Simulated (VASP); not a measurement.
Set up this calculation in VASP 6.6.1, as the native input.

* Task: relaxation of cell and atoms
* Functional: PBE
* Potentials or basis: VASP PAW PBE potentials, release 64 (Ta_pv, N)
* Cutoff: 600 eV
* k mesh: 16 × 16 × 16
* Occupations: fermi-dirac, width 0.15 eV
* Spin: no spin polarisation
* Dipole correction: no
* Further INCAR settings: ALGO = Normal; EDIFF = 1e-06; IBRION = 2; EDIFFG = -0.001; NSW = 80; ISIF = 3

The structure of TaN lies in POSCAR:

```
TaN
1.0
    0.0000000000      2.2086347745      2.2086347745
    2.2086347745      0.0000000000      2.2086347745
    2.2086347745      2.2086347745      0.0000000000
Ta N
1 1
Direct
    0.5000000000      0.5000000000      0.5000000000
    0.0000000000      0.0000000000      0.0000000000
```

These files were run (other wordings do the same):

INCAR

```
SYSTEM = TaN
  PREC = Accurate
  ENCUT = 600
  EDIFF = 1E-6
  ISMEAR = -1
  SIGMA = 0.15
  LREAL = .False.
  LASPH = .True.
  NELM = 60
  ALGO = Normal
  ISIF = 3
  LWAVE = .False.
  LCHARG = .False.
  GGA = PE
  IBRION = 2
  NSW = 80
  EDIFFG = -0.001
```

KPOINTS

```
regular mesh
0
Gamma
  16 16 16
  0 0 0
```

Potentials or basis: VASP PAW PBE potentials, release 64 (Ta_pv, N).

Run with:

```sh
$ cat potpaw_PBE.64/Ta_pv/POTCAR potpaw_PBE.64/N/POTCAR > POTCAR
$ mpirun -np 1 vasp_std > vasp.out
```

It gave:

| Quantity | Value |
| --- | --- |
| Relaxed volume | 10.81 Å³/atom |
| Relaxed cell | a = 3.127 Å, b = 3.127 Å, c = 3.127 Å, α = 60.00°, β = 60.00°, γ = 60.00° |
| Space group after relaxing (to 0.1 Å) | Fm-3m (No. 225) |
| Energy gained by relaxing | 0.1 meV/atom |
| Ionic steps | 10 |
| Pressure after relaxing | 0.0 GPa |
| Band gap on the k mesh | zero (bands 8 and 9 overlap by 3.91 eV) |

Caveat: spin-orbit coupling is left out, which moves the levels of the heavy elements.

Wall time 94 s on 1 thread of Intel(R) Xeon(R) Platinum 8488C (Sapphire Rapids), with other jobs on the host, peak memory 0.2 GiB.
